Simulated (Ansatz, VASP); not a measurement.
## Te, level by level in two programs

```
CELL_PARAMETERS angstrom
4.39380 0.00000 0.00000
-2.19690 3.80515 0.00000
0.00000 0.00000 5.84394
ATOMIC_POSITIONS crystal
Te 0.73100 0.73100 0.00000
Te 0.00000 0.26900 0.66667
Te 0.26900 0.00000 0.33333
```

Single points on this cell with VASP 6.6.1 and Ansatz 0.2.0. Each row is one pair of runs. Alike in all rows: spin: off; k mesh: 7 × 7 × 5; smearing: fermi-dirac, width 0.05 eV; Ansatz's potentials, cutoff: Ansatz PAW, 420 eV.

| level | VASP's potentials, cutoff | gap on the k mesh at the Fermi level (eV), VASP | gap on the k mesh at the Fermi level (eV), Ansatz | least direct gap on the mesh (eV), VASP | least direct gap on the mesh (eV), Ansatz | pressure (GPa), VASP | pressure (GPa), Ansatz |
| --- | --- | --- | --- | --- | --- | --- | --- |
| LDA | VASP PAW LDA potentials, release 64 (Te), 520 eV | 0.56 | 0.57 | 0.77 | 0.78 | 0.2 | 0.1 |
| PBEsol | VASP PAW PBE potentials, release 64 (Te), 520 eV | 0.57 | 0.58 | 0.79 | 0.80 | 1.3 | 1.2 |
| RPBE+D4 | VASP PAW PBE potentials, release 64 (Te), 520 eV | 0.65 | 0.65 | 0.83 | 0.84 | 0.1 | 0.2 |

Gap on the k mesh at the fermi level (eV): the two programs differ by at most 0.006; least direct gap on the mesh (eV): the two programs differ by at most 0.012; pressure (GPa): the two programs differ by at most 0.15.

VASP's potentials hold 18 valence electrons a cell and Ansatz's 48, so a difference there can come from the potentials and not from the codes.

Neither program's run includes spin-orbit coupling. Noted on Ansatz's runs: odd divisions of the mesh miss points on the zone boundary, where band edges often lie, so the gap on the mesh can be too wide.
